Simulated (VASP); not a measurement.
# CdF2 (Fm-3m) in VASP: notebook, part 2 of 2

VASP 6.6.1. Earlier steps stand in the parts before.

**3. Single point, r2SCAN**

This run uses another cell than the first one, of 13.03 Å³/atom, 1.020 times its volume.

POSCAR

```
CdF2
1.0
    0.0000000000      2.6940000000      2.6940000000
    2.6940000000      0.0000000000      2.6940000000
    2.6940000000      2.6940000000      0.0000000000
Cd F
1 2
Direct
    0.0000000000      0.0000000000      0.0000000000
    0.7500000000      0.7500000000      0.7500000000
    0.2500000000      0.2500000000      0.2500000000
```

INCAR.step1

```
SYSTEM = CdF2
ALGO     = Normal         ! electronic algorithm
EDIFF    = 1E-4           ! SCF threshold, eV
ENCUT    = 520            ! plane-wave cutoff, eV
GGA      = PE             ! functional
ISMEAR   = -1             ! smearing method
LASPH    = .TRUE.         ! aspherical terms in the spheres
LCHARG   = .FALSE.        ! write CHGCAR
LREAL    = .FALSE.        ! projectors in reciprocal space
LWAVE    = .TRUE.         ! write WAVECAR
NBANDS   = 20             ! bands
NELM     = 100            ! most SCF steps
PREC     = Accurate       ! precision mode
SIGMA    = 0.05           ! smearing width, eV
```

INCAR.step2

```
SYSTEM = CdF2
ALGO     = Normal         ! electronic algorithm
EDIFF    = 1E-6           ! SCF threshold, eV
ENCUT    = 520            ! plane-wave cutoff, eV
ISIF     = 2              ! what is computed and relaxed
ISMEAR   = -1             ! smearing method
ISTART   = 1            
LASPH    = .TRUE.         ! aspherical terms in the spheres
LCHARG   = .FALSE.        ! write CHGCAR
LMIXTAU  = .TRUE.       
LREAL    = .FALSE.        ! projectors in reciprocal space
LWAVE    = .FALSE.        ! write WAVECAR
METAGGA  = R2SCAN         ! meta-GGA
NBANDS   = 20             ! bands
NELM     = 100            ! most SCF steps
PREC     = Accurate       ! precision mode
SIGMA    = 0.05           ! smearing width, eV
```

KPOINTS

```
k-points
0
G
  9 9 9
  0 0 0
```

Potentials or basis: VASP PAW PBE potentials, release 64 (Cd, F).

Launch:

```sh
$ cat potpaw_PBE.64/Cd/POTCAR potpaw_PBE.64/F/POTCAR > POTCAR
$ cp INCAR.step1 INCAR
$ mpirun -np 1 vasp_std > vasp.out
$ cp INCAR.step2 INCAR
$ mpirun -np 1 vasp_std > vasp.out
```

OUTCAR:

```text
SYSTEM = CdF2
   EDIFF = 1E-6
   ENCUT = 520
   ISIF = 2
   ISMEAR = -1
   ISTART = 1
   LASPH = .TRUE.
   LREAL = .FALSE.
   METAGGA = R2SCAN
   NELM = 100
   PREC = Accurate

 ion  position               nearest neighbor table
   1  0.000  0.000  0.000-   2 2.33   2 2.33   2 2.33   2 2.33   3 2.33   3 2.33   3 2.33   3 2.33

   2  0.750  0.750  0.750-   1 2.33   1 2.33   1 2.33   1 2.33
   3  0.250  0.250  0.250-   1 2.33   1 2.33   1 2.33   1 2.33

  LATTYP: Found a face centered cubic cell.
 ALAT       =     5.3880000000

  Lattice vectors:

 A1 = (   0.0000000000,   2.6940000000,   2.6940000000)
 A2 = (   2.6940000000,   0.0000000000,   2.6940000000)
 A3 = (   2.6940000000,   2.6940000000,   0.0000000000)

Analysis of symmetry for initial positions (statically):
=====================================================================
 Subroutine PRICEL returns:
 Original cell was already a primitive cell.

 Routine SETGRP: Setting up the symmetry group for a
 face centered cubic supercell.

 Subroutine GETGRP returns: Found 48 space group operations
[... 9 lines left out ...]

 Routine SETGRP: Setting up the symmetry group for a
 face centered cubic supercell.

 Subroutine GETGRP returns: Found 48 space group operations
[... 11 lines left out ...]
                                     Primitive cell

  volume of cell :      39.1041

  direct lattice vectors                    reciprocal lattice vectors
     0.000000000  2.694000000  2.694000000    -0.185597624  0.185597624  0.185597624
     2.694000000  0.000000000  2.694000000     0.185597624 -0.185597624  0.185597624
     2.694000000  2.694000000  0.000000000     0.185597624  0.185597624 -0.185597624

  length of vectors
     3.809891337  3.809891337  3.809891337     0.321464515  0.321464515  0.321464515

  position of ions in fractional coordinates (direct lattice)
     0.000000000  0.000000000  0.000000000
     0.750000000  0.750000000  0.750000000
     0.250000000  0.250000000  0.250000000
[... 85 lines left out ...]
   ISYM   =      2    0-nonsym 1-usesym 2-fastsym
   POTIM  = 0.5000    time-step for ionic-motion
   TEBEG  =    0.0;   TEEND  =   0.0 temperature during run
   PSTRESS=    0.0 pullay stress
   NELECT =      26.0000    total number of electrons
   NUPDOWN=      -1.0000    fix difference up-down
   EMIN   =  10.00;   EMAX   =-10.00  energy-range for DOS
   EFERMI =   0.00;   METHOD = LEGACY
   ISMEAR =    -1;   SIGMA  =   0.05  broadening in eV -4-tet -1-fermi 0-gaus
   EFERMI_NEDOS =   21; number of points for ismear=-14 and -15
   IALGO  =     38    algorithm
   IMIX   =      4    mixing-type and parameters
     AMIX     =   0.40;   BMIX     =  1.00
     AMIX_MAG =   1.60;   BMIX_MAG =  1.00
  volume/ion in A,a.u.               =      13.03        87.96
  Fermi-wavevector in a.u.,A,eV,Ry     =   1.428867  2.700166 27.778468  2.041660
  Thomas-Fermi vector in A             =   2.548882
   LORBIT       =      0    0 simple, 1 ext, 2 COOP (PROOUT), +10 PAW based schemes
   METAGGA = R2SCAN    functional components
   LHFCALC =     F    Hartree Fock is set to
   AEXX    =    0.0000 exact exchange contribution
   IVDW    =     0    specifies the selected vdW correction
   LEPSILON=     F    determine dielectric tensor
   LRPA    =     F    only Hartree local field effects (RPA)
 non-spin polarized calculation
  energy-cutoff  :      520.00
  volume of cell :       39.10
 maximum number of plane-waves:      1067
   NGX = 15   NGY = 15   NGZ = 15

 number of electron      25.9999990 magnetization

 Free energy of the ion-electron system (eV)
  ---------------------------------------------------
  ext. energy  EPLUGINS =         0.00000000
  ---------------------------------------------------
  free energy    TOTEN  =       -33.71924236 eV

  energy without entropy =      -33.71924236  energy(sigma->0) =      -33.71924236

 E-fermi :  -0.8276     XC(G=0): -11.0482

 val. band max:       -1.8970397329   @ k =  -0.3333   0.4444   0.2222
 cond. band min:       1.8826055761   @ k =   0.0000   0.0000   0.0000
 fundamental gap:      3.7796453090
 Fermi energy:        -0.8276242697

 k-point     1 :       0.0000    0.0000    0.0000
  band No.  band energies     occupation
      1     -23.8074      2.00000
      2     -22.7410      2.00000
      3      -7.4973      2.00000
      4      -7.4972      2.00000
      5      -7.4972      2.00000
      6      -6.2589      2.00000
[... 541 lines left out ...]
     19      18.7472      0.00000
     20      20.6482      0.00000

 [... further k-points ...]
[... 5 lines left out ...]
  --------------------------------------------------------------------------------------
  -------------------------------------------------------------------------------------
  Total        0.2484904      0.2484904      0.2484904     -0.0000000      0.0000000      0.0000000
  in kB       10.1811635     10.1811635     10.1811635     -0.0000000      0.0000000      0.0000000
  external PRESSURE =      10.1811635 kB  Pullay stress =       0.0000000 kB

 VOLUME and BASIS-vectors are now :
 -----------------------------------------------------------------------------
  energy-cutoff  :      520.00
  volume of cell :       39.10
      direct lattice vectors                 reciprocal lattice vectors
     0.000000000  2.694000000  2.694000000    -0.185597624  0.185597624  0.185597624
     2.694000000  0.000000000  2.694000000     0.185597624 -0.185597624  0.185597624
     2.694000000  2.694000000  0.000000000     0.185597624  0.185597624 -0.185597624

 POSITION                                       TOTAL-FORCE (eV/Angst)
 -----------------------------------------------------------------------------------
      0.00000      0.00000      0.00000        -0.000000     -0.000000     -0.000000
      4.04100      4.04100      4.04100        -0.000000     -0.000000     -0.000000
      1.34700      1.34700      1.34700         0.000000      0.000000      0.000000
 -----------------------------------------------------------------------------------
    total drift:                                0.000000      0.000000      0.000000

  FREE ENERGIE OF THE ION-ELECTRON SYSTEM (eV)
  ---------------------------------------------------
  free  energy   TOTEN  =       -33.7192423597 eV

  energy  without entropy=      -33.7192423596  energy(sigma->0) =      -33.71924236
```

OUTCAR.step1:

```text
SYSTEM = CdF2
   EDIFF = 1E-4
   ENCUT = 520
   GGA = PE
   ISMEAR = -1
   LASPH = .TRUE.
   LREAL = .FALSE.
   NELM = 100
[... 774 lines left out ...]
      0.00000      0.00000      0.00000         0.000000      0.000000      0.000000
      4.04100      4.04100      4.04100         0.000000      0.000000      0.000000
      1.34700      1.34700      1.34700        -0.000000     -0.000000     -0.000000
 -----------------------------------------------------------------------------------
    total drift:                                0.000000      0.000000      0.000000

  FREE ENERGIE OF THE ION-ELECTRON SYSTEM (eV)
  ---------------------------------------------------
  free  energy   TOTEN  =       -10.8593158250 eV

  energy  without entropy=      -10.8593158249  energy(sigma->0) =      -10.85931582
```

It took 2.7 min on 1 thread of AMD EPYC 7R43 (Zen 3), shared host; peak memory 0.14 GiB.

What came out:

| Item | Value |
| --- | --- |
| Free energy | -33.7192 eV |
| Pressure | 1.0 GPa |
| Band gap on the k mesh | 3.78 eV, indirect (least direct gap 4.25 eV) |

Levels at points of the mesh, in eV from the valence-band top:
```
           k point  band 9  band 10  band 11  band 12  band 13  band 14  band 15  band 16  band 17  band 18
(0.00, 0.00, 0.00)   -0.96    -0.96    -0.47    -0.47    -0.47     3.78    13.64    13.64    13.64    17.95
```

Caveat: the PAW data sets were made with another functional, which shifts forces and pressure a little. A k mesh can miss the band edges.

**4. Single point, r2SCAN**

This run uses another cell than the first one, of 13.30 Å³/atom, 1.041 times its volume.

POSCAR

```
CdF2
1.0
    0.0000000000      2.7118415796      2.7118415796
    2.7118415796      0.0000000000      2.7118415796
    2.7118415796      2.7118415796      0.0000000000
Cd F
1 2
Direct
    0.0000000000      0.0000000000      0.0000000000
    0.7500000000      0.7500000000      0.7500000000
    0.2500000000      0.2500000000      0.2500000000
```

INCAR.step1

```
  PREC = Accurate
  ENCUT = 520
  ISMEAR = -1
  SIGMA = 0.05
  LREAL = False
  LASPH = True
  NELM = 80
  NBANDS = 20
  GGA = PE
  ALGO = Normal
  EDIFF = 1E-4
  LWAVE = True
  LCHARG = False
```

INCAR.step2

```
  PREC = Accurate
  ENCUT = 520
  EDIFF = 1E-6
  ISMEAR = -1
  SIGMA = 0.05
  LREAL = False
  LASPH = True
  NELM = 80
  ALGO = Normal
  ISIF = 2
  LWAVE = False
  LCHARG = False
  METAGGA = R2SCAN
  LMIXTAU = True
  NBANDS = 20
  ISTART = 1
```

KPOINTS

```
regular mesh
0
Gamma
  9 9 9
```

Launch:

```sh
$ cat potpaw_PBE.64/Cd/POTCAR potpaw_PBE.64/F/POTCAR > POTCAR
$ cp INCAR.step1 INCAR
$ mpirun -np 1 vasp_std > vasp.out
$ cp INCAR.step2 INCAR
$ mpirun -np 1 vasp_std > vasp.out
```

Run time: 3 min. Hardware: 1 thread of AMD EPYC 7R43 (Zen 3), shared host; peak memory 0.15 GiB.

Results (log left out):

```
Free energy            : -33.7201 eV
Pressure               : -1.2 GPa
Band gap on the k mesh : 3.71 eV, indirect (least direct gap 4.21 eV)
```

Levels at points of the mesh, in eV from the valence-band top:
```
           k point  band 11  band 12  band 13  band 14  band 15  band 16
(0.00, 0.00, 0.00)    -0.50    -0.50    -0.50     3.71    13.54    13.54
```

Caveat: the PAW data sets were made with another functional, which shifts forces and pressure a little. r2SCAN opens gaps a little over a GGA but as a rule still falls short of measured ones.

**5. Single point, r2SCAN**

This run uses another cell than the first one, of 13.56 Å³/atom, 1.061 times its volume.

POSCAR

```
CdF2
1.0
    0.0000000000      2.7294514339      2.7294514339
    2.7294514339      0.0000000000      2.7294514339
    2.7294514339      2.7294514339      0.0000000000
Cd F
1 2
Direct
    0.0000000000      0.0000000000      0.0000000000
    0.7500000000      0.7500000000      0.7500000000
    0.2500000000      0.2500000000      0.2500000000
```

INCAR.step1

```
SYSTEM = CdF2
  PREC = Accurate
  ENCUT = 520
  ISMEAR = -1
  SIGMA = 0.05
  LREAL = .FALSE.
  LASPH = .TRUE.
  NELM = 80
  NBANDS = 20
  GGA = PE
  ALGO = Normal
  EDIFF = 1E-4
  LWAVE = .TRUE.
  LCHARG = .FALSE.
```

INCAR.step2

```
SYSTEM = CdF2
  PREC = Accurate
  ENCUT = 520
  EDIFF = 1E-6
  ISMEAR = -1
  SIGMA = 0.05
  LREAL = .FALSE.
  LASPH = .TRUE.
  NELM = 80
  ALGO = Normal
  ISIF = 2
  LWAVE = .FALSE.
  LCHARG = .FALSE.
  METAGGA = R2SCAN
  LMIXTAU = .TRUE.
  NBANDS = 20
  ISTART = 1
```

KPOINTS

```
regular mesh
0
G
  9 9 9
  0 0 0
```

Launch:

```sh
$ cat potpaw_PBE.64/Cd/POTCAR potpaw_PBE.64/F/POTCAR > POTCAR
$ cp INCAR.step1 INCAR
$ mpirun -np 1 vasp_std > vasp.out
$ cp INCAR.step2 INCAR
$ mpirun -np 1 vasp_std > vasp.out
```

Wall time 2.5 min (1 thread of AMD EPYC 7R43 (Zen 3), shared host); peak memory 0.15 GiB.

The run converged. Its results:

- Free energy: -33.7107 eV
- Pressure: -3.2 GPa
- Band gap on the k mesh: 3.64 eV, indirect (least direct gap 4.16 eV)

Levels at points of the mesh, in eV from the valence-band top:
```csv
k point,band 9,band 10,band 11,band 12,band 13,band 14,band 15,band 16,band 17,band 18
"(0.00, 0.00, 0.00)",-0.86,-0.86,-0.52,-0.52,-0.52,3.64,13.44,13.44,13.44,17.58
```

Caveat: the PAW data sets were made with another functional, which shifts forces and pressure a little. r2SCAN opens gaps a little over a GGA but as a rule still falls short of measured ones.

**6. Single point, r2SCAN**

This run uses another cell than the first one, of 13.82 Å³/atom, 1.082 times its volume.

POSCAR

```
CdF2
1.0
    0.0000000000      2.7468369436      2.7468369436
    2.7468369436      0.0000000000      2.7468369436
    2.7468369436      2.7468369436      0.0000000000
Cd F
1 2
Direct
    0.0000000000      0.0000000000      0.0000000000
    0.7500000000      0.7500000000      0.7500000000
    0.2500000000      0.2500000000      0.2500000000
```

INCAR.step1

```
ALGO = Normal
EDIFF = 1E-4
ENCUT = 520
GGA = PE
ISMEAR = -1
LASPH = T
LCHARG = F
LREAL = F
LWAVE = T
NBANDS = 20
NELM = 100
PREC = Accurate
SIGMA = 0.05
```

INCAR.step2

```
ALGO = Normal
EDIFF = 1E-6
ENCUT = 520
ISIF = 2
ISMEAR = -1
ISTART = 1
LASPH = T
LCHARG = F
LMIXTAU = T
LREAL = F
LWAVE = F
METAGGA = R2SCAN
NBANDS = 20
NELM = 100
PREC = Accurate
SIGMA = 0.05
```

KPOINTS

```
k-points
0
Gamma
  9 9 9
```

Potentials or basis: VASP PAW PBE potentials, release 64 (Cd, F).

Launch:

```sh
$ cat potpaw_PBE.64/Cd/POTCAR potpaw_PBE.64/F/POTCAR > POTCAR
$ cp INCAR.step1 INCAR
$ mpirun -np 1 vasp_std > vasp.out
$ cp INCAR.step2 INCAR
$ mpirun -np 1 vasp_std > vasp.out
```

OUTCAR:

```text
EDIFF = 1E-6
   ENCUT = 520
   ISIF = 2
   ISMEAR = -1
   ISTART = 1
   LASPH = T
   LREAL = F
   METAGGA = R2SCAN
   NELM = 100
   PREC = Accurate

 ion  position               nearest neighbor table
   1  0.000  0.000  0.000-   2 2.38   2 2.38   2 2.38   2 2.38   3 2.38   3 2.38   3 2.38   3 2.38

   2  0.750  0.750  0.750-   1 2.38   1 2.38   1 2.38   1 2.38
   3  0.250  0.250  0.250-   1 2.38   1 2.38   1 2.38   1 2.38

  LATTYP: Found a face centered cubic cell.
 ALAT       =     5.4936738872
[... 195 lines left out ...]
      4      -7.7627      2.00000
      5      -7.7627      2.00000
      6      -6.7741      2.00000
[... 541 lines left out ...]
     19      17.7086      0.00000
     20      19.8968      0.00000

 [... further k-points ...]
[... 5 lines left out ...]
  --------------------------------------------------------------------------------------
  -------------------------------------------------------------------------------------
  Total       -1.2985260     -1.2985260     -1.2985260     -0.0000000     -0.0000000      0.0000000
  in kB      -50.1917787    -50.1917787    -50.1917787     -0.0000000     -0.0000000      0.0000000
  external PRESSURE =     -50.1917787 kB  Pullay stress =       0.0000000 kB

 VOLUME and BASIS-vectors are now :
 -----------------------------------------------------------------------------
  energy-cutoff  :      520.00
  volume of cell :       41.45
      direct lattice vectors                 reciprocal lattice vectors
     0.000000000  2.746836944  2.746836944    -0.182027550  0.182027550  0.182027550
     2.746836944  0.000000000  2.746836944     0.182027550 -0.182027550  0.182027550
     2.746836944  2.746836944  0.000000000     0.182027550  0.182027550 -0.182027550

 POSITION                                       TOTAL-FORCE (eV/Angst)
 -----------------------------------------------------------------------------------
      0.00000      0.00000      0.00000        -0.000000     -0.000000     -0.000000
      4.12026      4.12026      4.12026        -0.000000      0.000000      0.000000
      1.37342      1.37342      1.37342         0.000000     -0.000000     -0.000000
 -----------------------------------------------------------------------------------
    total drift:                                0.000000     -0.000000      0.000000

  FREE ENERGIE OF THE ION-ELECTRON SYSTEM (eV)
  ---------------------------------------------------
  free  energy   TOTEN  =       -33.6919723509 eV

  energy  without entropy=      -33.6919723508  energy(sigma->0) =      -33.69197235
```

OSZICAR.step1:

```text
N       E                     dE             d eps       ncg     rms          rms(c)
DAV:   1     0.192986106876E+03    0.19299E+03   -0.15500E+04  1440   0.131E+03
DAV:   2    -0.442334145276E+01   -0.19741E+03   -0.19074E+03  1560   0.339E+02
DAV:   3    -0.126647504875E+02   -0.82414E+01   -0.82181E+01  1608   0.748E+01
DAV:   4    -0.126998108173E+02   -0.35060E-01   -0.35059E-01  1520   0.508E+00
DAV:   5    -0.126999402232E+02   -0.12941E-03   -0.12941E-03  1600   0.275E-01    0.957E+00
DAV:   6    -0.108773464188E+02    0.18226E+01   -0.41840E+00  1780   0.391E+01    0.680E+00
DAV:   7    -0.109261196268E+02   -0.48773E-01   -0.96971E-01  1440   0.871E+00    0.389E+00
DAV:   8    -0.109165183862E+02    0.96012E-02   -0.17190E-01  1464   0.369E+00    0.772E-01
DAV:   9    -0.109053890549E+02    0.11129E-01   -0.42498E-02  1688   0.233E+00    0.977E-02
DAV:  10    -0.109059521650E+02   -0.56311E-03   -0.31468E-03  1476   0.645E-01    0.129E-01
DAV:  11    -0.109060657487E+02   -0.11358E-03   -0.22783E-04  1204   0.151E-01    0.461E-02
DAV:  12    -0.109060884884E+02   -0.22740E-04   -0.58975E-05  1172   0.647E-02
   1 F= -.10906088E+02 E0= -.10906088E+02  d E =-.494245E-10
```

Run time: 2.9 min. Hardware: 1 thread of AMD EPYC 7R43 (Zen 3), shared host; peak memory 0.15 GiB.

What came out:

```yaml
Free_energy: -33.6920 eV
Pressure: -5.0 GPa
Band_gap_on_the_k_mesh: 3.57 eV, indirect (least direct gap 4.11 eV)
```

Caveat: the PAW data sets were made with another functional, which shifts forces and pressure a little. r2SCAN opens gaps a little over a GGA but as a rule still falls short of measured ones.

**7. Overview**

```tsv
cell	gap on the mesh (eV)	pressure (GPa)
a = 3.784 Å, angles 60.0°, 3 atoms	3.85	3.5
a = 3.810 Å, angles 60.0°, 3 atoms	3.78	1.0
a = 3.835 Å, angles 60.0°, 3 atoms	3.71	-1.2
a = 3.860 Å, angles 60.0°, 3 atoms	3.64	-3.2
a = 3.885 Å, angles 60.0°, 3 atoms	3.57	-5.0
```

Alike in all rows: task single point; level r2SCAN; potentials or basis VASP PAW PBE potentials, release 64 (Cd, F); no spin polarisation; k mesh 9 × 9 × 9; cutoff (eV) 520; smearing fermi-dirac 0.05 eV.

Caveats: the PAW data sets were made with another functional, which shifts forces and pressure a little.

Absolute energies hang on the potentials; compare differences alone.
